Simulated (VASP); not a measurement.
Set up this calculation in VASP 6.6.1, as the native input.

| Item | Value |
| --- | --- |
| Task | single point |
| Functional | PBE |
| Potentials or basis | VASP PAW PBE potentials, release 64 (Ba_sv, Te) |
| Cutoff | 520 eV |
| k mesh | 6 × 6 × 6 |
| Occupations | gaussian, width 0.01 eV |
| Spin | no spin polarisation |
| Dipole correction | no |
| Further INCAR settings | ALGO = Normal; EDIFF = 1e-07; NBANDS = 15 |

The structure of BaTe lies in POSCAR:

```
BaTe
1.0
    0.0000000000      3.4966961765      3.4966961765
    3.4966961765      0.0000000000      3.4966961765
    3.4966961765      3.4966961765      0.0000000000
Ba Te
1 1
Direct
    0.0000000000      0.0000000000      0.0000000000
    0.5000000000      0.5000000000      0.5000000000
```

This cell differs from its parent crystal: volume changed by -3%.

The input as run:

INCAR

```
PREC = Accurate
ENCUT = 520
EDIFF = 1E-7
ISMEAR = 0
SIGMA = 0.01
LREAL = False
LASPH = True
NELM = 80
ALGO = Normal
ISIF = 2
LWAVE = False
LCHARG = False
GGA = PE
NBANDS = 15
```

KPOINTS

```
Automatic mesh
0
Gamma
  6 6 6
```

Potentials or basis: VASP PAW PBE potentials, release 64 (Ba_sv, Te).

Command:

```sh
$ cat potpaw_PBE.64/Ba_sv/POTCAR potpaw_PBE.64/Te/POTCAR > POTCAR
$ mpirun -np 1 vasp_std > vasp.out
```

Results of the run:

```yaml
Pressure: 1.3 GPa
Band_gap_on_the_k_mesh: 1.51 eV, indirect (least direct gap 1.90 eV)
```

Caveat: spin-orbit coupling is left out, which moves the levels of the heavy elements.

It took 38 s on 1 thread of Intel Xeon 6975P-C (shared host), peak memory 0.24 GiB.
